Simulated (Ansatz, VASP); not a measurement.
**B in VASP and in Ansatz**

Contents of INCAR:

```
SYSTEM = B
  PREC = Accurate
  ENCUT = 520
  EDIFF = 1E-6
  ISMEAR = -1
  SIGMA = 0.05
  LREAL = .False.
  LASPH = .True.
  NELM = 150
  ALGO = Normal
  ISIF = 2
  LWAVE = .False.
  LCHARG = .False.
  ISPIN = 2
  MAGMOM = 0.2 0.2
  LORBIT = 11
  GGA = PS
  NBANDS = 14
```

File KPOINTS:

```
Automatic mesh
0
Gamma
  21 21 21
  0 0 0
```

POSCAR

```
B
1.0
   -2.0132566830      2.0132566830      0.7884444633
    2.0132566830     -2.0132566830      0.7884444633
    2.0132566830      2.0132566830     -0.7884444633
B
2
Direct
   -0.3750000000     -0.1250000000     -0.2500000000
    0.3750000000      0.1250000000      0.2500000000
```

Input for Ansatz:

```yaml
crystal:
  lattice:
    - [-2.013256683, 2.013256683, 0.7884444633]
    - [2.013256683, -2.013256683, 0.7884444633]
    - [2.013256683, 2.013256683, -0.7884444633]
  atoms:
    - { symbol: B, position: [-0.375, -0.125, -0.25], spin: 0.2 }
    - { symbol: B, position: [0.375, 0.125, 0.25], spin: 0.2 }
kpoints:
  mp_grid: { grid: [21, 21, 21] }
  band_path:
    path:
      - [0.0, 0.0, 0.0]
      - [0.0, 0.0, 0.5]
      - [-0.5, 0.5, 0.5]
      - [0.0, 0.0, 0.0]
      - [0.2883428089, 0.2883428089, -0.2883428089]
      - [-0.2883428089, 0.7116571911, 0.2883428089]
      - [-0.5, 0.5, 0.5]
      - [0.0, 0.0, 0.5]
      - [0.25, 0.25, 0.25]
    npoints: 8
scf:
  occupations: { method: fermi_dirac, width: 0.05 }
  mixing: { algorithm: anderson, beta: 0.7 }
hamiltonian:
  xc: pbesol
  pseudopotentials: { kind: all_electron, lapw: { basis_error: 0.001 } }
output:
  forces: true
  stress: true
  eigenvalues: true
  populations: true
magnetization:
  spin_polarized: true
```

Alike in both runs: task single point; functional PBEsol; k mesh 21 × 21 × 21; occupations fermi-dirac, width 0.05 eV; collinear spin.

|  | VASP | Ansatz |
| --- | --- | --- |
| version | VASP 6.6.1 | Ansatz 0.2.0 |
| potentials or method | VASP PAW PBE potentials, release 64 (B), cutoff 520 eV | all-electron LAPW, scalar-relativistic |

Ansatz gave:

```
gap on the k mesh at the Fermi level (eV)                     : none
pressure (GPa)                                                : 24.3
traceless stress, the component that is largest in VASP (GPa) : 3.29
net moment per atom (μB)                                      : 0.00
```

Q: Estimate VASP's values.

A: gap on the k mesh at the Fermi level (eV): none; pressure (GPa): 24.7; traceless stress, the component that is largest in VASP (GPa): 3.96; net moment per atom (μB): 0.00.

VASP's potentials were made for PBE, not for PBEsol. A gap of «none» marks a metal or a gap that the smearing closes. Ansatz ran all-electron here, and VASP with PAW potentials. Ansatz's warnings: seeded moment not kept, stability check not made.
